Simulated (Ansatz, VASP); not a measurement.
## TaSi7 in VASP and in Ansatz

```
CELL_PARAMETERS angstrom
0.00000 4.77444 4.77444
4.77444 0.00000 4.77444
4.77444 4.77444 0.00000
ATOMIC_POSITIONS crystal
Ta 0.00000 0.00000 0.00000
Si 0.74198 0.25802 0.25802
Si 0.25802 0.74198 0.74198
Si 0.25802 0.74198 0.25802
Si 0.74198 0.25802 0.74198
Si 0.25802 0.25802 0.74198
Si 0.74198 0.74198 0.25802
Si 0.50000 0.50000 0.50000
```

Alike in both runs: task relaxation of cell and atoms; functional PBE; k mesh 8 × 8 × 8; occupations gaussian, width 0.1 eV; no spin polarisation.

```csv
,VASP,Ansatz
version,VASP 6.6.1,Ansatz 0.2.0
potentials or method,"VASP PAW PBE potentials, release 64 (Ta_pv, Si), cutoff 600 eV","scalar-relativistic, plane waves, PAW"
valence electrons in the cell,39,41
```

```tsv
	VASP	Ansatz	Ansatz less VASP
gap on the k mesh at the Fermi level, each at its own relaxed structure (eV)	none	none	-
relaxed volume (Å³/atom)	27.10	27.10	0.000
relaxed cell length with the largest relative difference (Å)	6.743	6.743	0.0000
```

A gap of «none» marks a metal or a gap that the smearing closes. VASP's potentials hold 39 valence electrons a cell and Ansatz's 41, so a difference there can come from the potentials and not from the codes.

Spin-orbit coupling is off throughout.
